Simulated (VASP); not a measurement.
# MgO (I4/mmm) in VASP: notebook

MgO is run at these levels: r2SCAN; tasks: single point.

Everything below comes from runs of VASP 6.6.1. Logs are shortened: lines on timing, memory, paths and dates and some standing lists are left out, and cuts for length are marked.

**1. The cell of the first run**

Symmetry: I4/mmm, No. 139, tetragonal system. Conventional cell: a = 2.854 Å, b = 2.854 Å, c = 4.319 Å, α = 90.00°, β = 90.00°, γ = 90.00°. Mg (site symmetry 4/mmm) has 6 O at 2.02 to 2.16 Å within 2.7 Å. O (site symmetry 4/mmm) has 6 Mg at 2.02 to 2.16 Å within 2.7 Å.

**2. Single point, r2SCAN (epitaxial xy strain -4.0%)**

POSCAR reads:

```
MgO
1.0
    0.0000000000      2.0180807188      2.1596961461
    2.0180807188      0.0000000000      2.1596961461
    2.0180807188      2.0180807188      0.0000000000
Mg O
1 1
Direct
    0.0000000000      0.0000000000      0.0000000000
    0.5000000000      0.5000000000      0.5000000000
```

INCAR.step1 reads:

```
PREC = Accurate
ENCUT = 520
ISMEAR = 0
SIGMA = 0.01
LREAL = F
LASPH = T
NELM = 60
NBANDS = 11
GGA = PE
ALGO = Normal
EDIFF = 1E-4
LWAVE = T
LCHARG = F
```

INCAR.step2 reads:

```
PREC = Accurate
ENCUT = 520
EDIFF = 1E-6
ISMEAR = 0
SIGMA = 0.01
LREAL = F
LASPH = T
NELM = 60
ALGO = Normal
ISIF = 2
LWAVE = F
LCHARG = T
METAGGA = R2SCAN
LMIXTAU = T
LELF = T
LVHAR = T
NBANDS = 11
ISTART = 1
```

KPOINTS reads:

```
regular mesh
0
Gamma
  10 10 10
```

Potentials or basis: VASP PAW PBE potentials, release 64 (Mg, O).

On the command line:

```sh
cat potpaw_PBE.64/Mg/POTCAR potpaw_PBE.64/O/POTCAR > POTCAR
cp INCAR.step1 INCAR
mpirun -np 1 vasp_std > vasp.out
cp INCAR.step2 INCAR
mpirun -np 1 vasp_std > vasp.out
```

OUTCAR:

```text
PREC = Accurate
   ENCUT = 520
   EDIFF = 1E-6
   ISMEAR = 0
   LREAL = F
   LASPH = T
   NELM = 60
   ISIF = 2
   METAGGA = R2SCAN
   ISTART = 1

 ion  position               nearest neighbor table
   1  0.000  0.000  0.000-   2 2.02   2 2.02   2 2.02   2 2.02   2 2.16   2 2.16
   2  0.500  0.500  0.500-   1 2.02   1 2.02   1 2.02   1 2.02   1 2.16   1 2.16

  LATTYP: Found a body centered tetragonal cell.
 ALAT       =     2.8539971225
 C/A-ratio  =     1.5134536255

  Lattice vectors:

 A1 = (  -2.0180807188,   0.0000000000,   2.1596961461)
 A2 = (   2.0180807188,   0.0000000000,   2.1596961461)
 A3 = (   0.0000000000,   2.0180807188,  -2.1596961461)

Analysis of symmetry for initial positions (statically):
=====================================================================
 Subroutine PRICEL returns:
 Original cell was already a primitive cell.

 Routine SETGRP: Setting up the symmetry group for a
 body centered tetragonal supercell.

 Subroutine GETGRP returns: Found 16 space group operations
 (whereof 16 operations were pure point group operations)
 out of a pool of 16 trial point group operations.

The static configuration has the point symmetry D_4h.

Analysis of symmetry for dynamics (positions and initial velocities):
=====================================================================
 Subroutine PRICEL returns:
 Original cell was already a primitive cell.

 Routine SETGRP: Setting up the symmetry group for a
 body centered tetragonal supercell.

 Subroutine GETGRP returns: Found 16 space group operations
 (whereof 16 operations were pure point group operations)
 out of a pool of 16 trial point group operations.

The dynamic configuration has the point symmetry D_4h.

 Subroutine INISYM returns: Found 16 space group operations
 (whereof 16 operations are pure point group operations),
 and found     1 'primitive' translations

----------------------------------------------------------------------------------------

                                     Primitive cell

  volume of cell :      17.5914

  direct lattice vectors                    reciprocal lattice vectors
     0.000000000  2.018080719  2.159696146    -0.247760159  0.247760159  0.231514049
     2.018080719  0.000000000  2.159696146     0.247760159 -0.247760159  0.231514049
     2.018080719  2.018080719  0.000000000     0.247760159  0.247760159 -0.231514049

  length of vectors
[... 84 lines left out ...]
   EDIFFG = 0.1E-04   stopping-criterion for IOM
   NSW    =      0    number of steps for IOM
   IBRION =     -1    ionic relax: 0-MD 1-quasi-New 2-CG
   NFREE  =      0    steps in history (QN), initial steepest desc. (CG)
   ISIF   =      2    stress and relaxation
   ISYM   =      2    0-nonsym 1-usesym 2-fastsym
   POTIM  = 0.5000    time-step for ionic-motion
   TEBEG  =    0.0;   TEEND  =   0.0 temperature during run
   PSTRESS=    0.0 pullay stress
   NELECT =       8.0000    total number of electrons
   NUPDOWN=      -1.0000    fix difference up-down
   EMIN   =  10.00;   EMAX   =-10.00  energy-range for DOS
   EFERMI =   0.00;   METHOD = LEGACY
   ISMEAR =     0;   SIGMA  =   0.01  broadening in eV -4-tet -1-fermi 0-gaus
   EFERMI_NEDOS =   21; number of points for ismear=-14 and -15
   IALGO  =     38    algorithm
   IMIX   =      4    mixing-type and parameters
     AMIX     =   0.40;   BMIX     =  1.00
     AMIX_MAG =   1.60;   BMIX_MAG =  1.00
  volume/ion in A,a.u.               =       8.80        59.36
  Fermi-wavevector in a.u.,A,eV,Ry     =   1.258940  2.379051 21.564270  1.584929
  Thomas-Fermi vector in A             =   2.392524
   LORBIT       =      0    0 simple, 1 ext, 2 COOP (PROOUT), +10 PAW based schemes
   METAGGA = R2SCAN    functional components
   LHFCALC =     F    Hartree Fock is set to
   AEXX    =    0.0000 exact exchange contribution
   IVDW    =     0    specifies the selected vdW correction
   LEPSILON=     F    determine dielectric tensor
   LRPA    =     F    only Hartree local field effects (RPA)
 non-spin polarized calculation
 Gauss-broadening in eV      SIGMA  =   0.01
  energy-cutoff  :      520.00
  volume of cell :       17.59
 maximum number of plane-waves:       493
 NGX is ok and might be reduce to    24
   NGX = 11   NGY = 11   NGZ = 11

 number of electron       8.0000000 magnetization

 Free energy of the ion-electron system (eV)
  ---------------------------------------------------
  ext. energy  EPLUGINS =         0.00000000
  ---------------------------------------------------
  free energy    TOTEN  =       -16.09064022 eV

  energy without entropy =      -16.09064022  energy(sigma->0) =      -16.09064022

 E-fermi :   3.4473     XC(G=0): -11.9004

 val. band max:        3.2923541515   @ k =   0.0000   0.0000   0.0000
 cond. band min:       9.4126855278   @ k =   0.0000   0.0000   0.0000
 fundamental gap:      6.1203313763
 Fermi energy:         3.4473353319

 k-point     1 :       0.0000    0.0000    0.0000
  band No.  band energies     occupation
      1     -15.3002      2.00000
      2       3.1848      2.00000
      3       3.1848      2.00000
      4       3.2924      2.00000
      5       9.4127      0.00000
      6      19.9596      0.00000
      7      20.7278      0.00000
      8      20.7278      0.00000
      9      24.8002      0.00000
     10      25.5188      0.00000
     11      27.7872      0.00000
[... 309 lines left out ...]
 k-point    24 :       0.4000    0.3000    0.0000
  band No.  band energies     occupation
      1     -14.0717      2.00000
      2      -0.6113      2.00000
      3       1.9296      2.00000
      4       2.2134      2.00000
      5      14.5024      0.00000
      6      15.0057      0.00000
      7      18.1076      0.00000
      8      24.0580      0.00000
      9      24.1454      0.00000
     10      30.9040      0.00000
     11      32.2871      0.00000

 [... further k-points ...]
[... 5 lines left out ...]
  --------------------------------------------------------------------------------------
  -------------------------------------------------------------------------------------
  Total        1.8526734      1.8526734     -0.1266165      0.0000000      0.0000000     -0.0000000
  in kB      168.7367747    168.7367747    -11.5319123      0.0000000      0.0000000     -0.0000000
  external PRESSURE =     108.6472124 kB  Pullay stress =       0.0000000 kB

 VOLUME and BASIS-vectors are now :
 -----------------------------------------------------------------------------
  energy-cutoff  :      520.00
  volume of cell :       17.59
      direct lattice vectors                 reciprocal lattice vectors
     0.000000000  2.018080719  2.159696146    -0.247760159  0.247760159  0.231514049
     2.018080719  0.000000000  2.159696146     0.247760159 -0.247760159  0.231514049
     2.018080719  2.018080719  0.000000000     0.247760159  0.247760159 -0.231514049

 POSITION                                       TOTAL-FORCE (eV/Angst)
 -----------------------------------------------------------------------------------
      0.00000      0.00000      0.00000        -0.000000     -0.000000     -0.000000
      2.01808      2.01808      2.15970         0.000000      0.000000      0.000000
 -----------------------------------------------------------------------------------
    total drift:                               -0.000000     -0.000000      0.000000

  FREE ENERGIE OF THE ION-ELECTRON SYSTEM (eV)
  ---------------------------------------------------
  free  energy   TOTEN  =       -16.0906402236 eV

  energy  without entropy=      -16.0906402236  energy(sigma->0) =      -16.09064022
```

OUTCAR.step1:

```text
PREC = Accurate
   ENCUT = 520
   ISMEAR = 0
   LREAL = F
   LASPH = T
[... 558 lines left out ...]
 -----------------------------------------------------------------------------------
      0.00000      0.00000      0.00000         0.000000     -0.000000      0.000000
      2.01808      2.01808      2.15970        -0.000000      0.000000     -0.000000
 -----------------------------------------------------------------------------------
    total drift:                               -0.000000     -0.000000      0.000000

  FREE ENERGIE OF THE ION-ELECTRON SYSTEM (eV)
  ---------------------------------------------------
  free  energy   TOTEN  =       -11.7936405260 eV

  energy  without entropy=      -11.7936405260  energy(sigma->0) =      -11.79364053
```

Run time: 2.5 min. Hardware: 1 thread of AMD EPYC 7R13 (Zen 3), shared host; peak memory 0.12 GiB.

Results:

| Item | Value |
| --- | --- |
| Free energy | -16.0906 eV |
| Pressure | 10.9 GPa |
| Band gap on the k mesh | 6.12 eV, direct |

Caveat: the cell differs from its parent crystal (epitaxial xy strain -4.0%); the PAW data sets were made with another functional, which shifts forces and pressure a little.

**3. Single point, r2SCAN (epitaxial xy strain -3.0%)**

POSCAR reads:

```
MgO
1.0
    0.0000000000      2.0391023930      2.1440878316
    2.0391023930      0.0000000000      2.1440878316
    2.0391023930      2.0391023930      0.0000000000
Mg O
1 1
Direct
    0.0000000000      0.0000000000      0.0000000000
    0.5000000000      0.5000000000      0.5000000000
```

INCAR.step1 reads:

```
SYSTEM = MgO
PREC     = Accurate       ! precision mode
ENCUT    = 520            ! plane-wave cutoff, eV
ISMEAR   = 0              ! smearing method
SIGMA    = 0.01           ! smearing width, eV
LREAL    = .False.        ! projectors in reciprocal space
LASPH    = .True.         ! aspherical terms in the spheres
NELM     = 100            ! most SCF steps
NBANDS   = 11             ! bands
GGA      = PE             ! functional
ALGO     = Normal         ! electronic algorithm
EDIFF    = 1E-4           ! SCF threshold, eV
LWAVE    = .True.         ! write WAVECAR
LCHARG   = .False.        ! write CHGCAR
```

INCAR.step2 reads:

```
SYSTEM = MgO
PREC     = Accurate       ! precision mode
ENCUT    = 520            ! plane-wave cutoff, eV
EDIFF    = 1E-7           ! SCF threshold, eV
ISMEAR   = 0              ! smearing method
SIGMA    = 0.01           ! smearing width, eV
LREAL    = .False.        ! projectors in reciprocal space
LASPH    = .True.         ! aspherical terms in the spheres
NELM     = 100            ! most SCF steps
ALGO     = Normal         ! electronic algorithm
ISIF     = 2              ! what is computed and relaxed
LWAVE    = .False.        ! write WAVECAR
LCHARG   = .False.        ! write CHGCAR
METAGGA  = R2SCAN         ! meta-GGA
LMIXTAU  = .True.       
NBANDS   = 11             ! bands
ISTART   = 1
```

KPOINTS reads:

```
Automatic mesh
0
Gamma
  10 10 10
  0 0 0
```

Potentials or basis: VASP PAW PBE potentials, release 64 (Mg, O).

On the command line:

```sh
cat potpaw_PBE.64/Mg/POTCAR potpaw_PBE.64/O/POTCAR > POTCAR
cp INCAR.step1 INCAR
mpirun -np 1 vasp_std > vasp.out
cp INCAR.step2 INCAR
mpirun -np 1 vasp_std > vasp.out
```

Wall time 2.7 min (1 thread of AMD EPYC 7R13 (Zen 3), shared host); peak memory 0.12 GiB.

Results (log left out):

```yaml
Free_energy: -16.1243 eV
Pressure: 7.3 GPa
Band_gap_on_the_k_mesh: 6.01 eV, direct
```

Stress tensor (GPa, compression positive):
```
11.51  0.00  0.00
 0.00 11.51  0.00
 0.00  0.00 -1.16
```

Levels at points of the mesh, in eV from the valence-band top:
```csv
k point,band 2,band 3,band 4,band 5,band 6,band 7
"(0.00, 0.00, 0.00)",-0.09,-0.09,0.00,6.01,16.71,17.27
"(0.50, 0.00, 0.00)",-4.88,-0.85,-0.73,9.04,14.28,17.35
"(0.50, 0.50, 0.00)",-4.47,-1.34,-1.34,10.41,11.65,14.31
"(0.50, 0.00, 0.50)",-4.29,-1.73,-1.41,9.88,11.52,14.98
```

Caveat: the cell differs from its parent crystal (epitaxial xy strain -3.0%); the PAW data sets were made with another functional, which shifts forces and pressure a little.

[end of part 1 of 2]
